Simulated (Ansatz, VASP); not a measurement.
ZnS: VASP beside Ansatz

Contents of INCAR:

```
SYSTEM = ZnS
  ALGO = Normal
  EDIFF = 1E-7
  ENCUT = 520
  GGA = PS
  ISIF = 2
  ISMEAR = 0
  LASPH = .TRUE.
  LCHARG = .FALSE.
  LREAL = .FALSE.
  LWAVE = .FALSE.
  NBANDS = 26
  NELM = 100
  PREC = Accurate
  SIGMA = 0.05
```

Contents of KPOINTS:

```
k-points
0
G
  9 9 6
  0 0 0
```

POSCAR

```
ZnS
1.0
    3.6778050849      0.0000000000      0.0000000000
   -1.8389025425      3.1850726337      0.0000000000
    0.0000000000      0.0000000000      6.0385469599
Zn S
2 2
Direct
    0.3333333333      0.6666666667      0.0054424479
    0.6666666667      0.3333333333      0.5054424479
    0.3333333333      0.6666666667      0.3795575521
    0.6666666667      0.3333333333      0.8795575521
```

Input for Ansatz:

```yaml
crystal:
  lattice:
    - [3.6778050849, 0.0, 0.0]
    - [-1.8389025425, 3.1850726337, 0.0]
    - [0.0, 0.0, 6.0385469599]
  atoms:
    - { symbol: Zn, position: [0.3333333333, 0.6666666667, 0.0054424479] }
    - { symbol: Zn, position: [0.6666666667, 0.3333333333, 0.5054424479] }
    - { symbol: S, position: [0.3333333333, 0.6666666667, 0.3795575521] }
    - { symbol: S, position: [0.6666666667, 0.3333333333, 0.8795575521] }
basis:
  ecutwfc: 520.0
kpoints:
  mp_grid: { grid: [9, 9, 6] }
hamiltonian:
  xc: pbesol
  pseudopotentials: { kind: paw }
scf:
  occupations: { method: gaussian, width: 0.05 }
output:
  forces: true
  stress: true
  eigenvalues: true
  write_density: true
  write_potential: true
  elf: true
  volumetric_format: npy
```

Alike in both runs: task single point; functional PBEsol; k mesh 9 × 9 × 6; occupations gaussian, width 0.05 eV; no spin polarisation.

|  | VASP | Ansatz |
| --- | --- | --- |
| version | VASP 6.6.1 | Ansatz 0.2.0 |
| potentials or method | VASP PAW PBE potentials, release 64 (Zn, S), cutoff 520 eV | scalar-relativistic, plane waves, PAW |
| valence electrons in the cell | 36 | 36 |

VASP gave:

- gap on the k mesh at the Fermi level (eV): 2.55
- least direct gap on the mesh (eV): 2.55
- pressure (GPa): 8.2
- traceless stress, the component that is largest in VASP (GPa): 0.11
- rms of the force components (eV/Å): 0.014

What did Ansatz give for the same quantities?

gap on the k mesh at the Fermi level (eV): 2.53; least direct gap on the mesh (eV): 2.53; pressure (GPa): 7.9; traceless stress, the component that is largest in VASP (GPa): 0.09; rms of the force components (eV/Å): 0.014.

VASP's potentials were made for PBE, not for PBEsol. Atom by atom the forces differ by 0.000 eV/Å (rms over components).
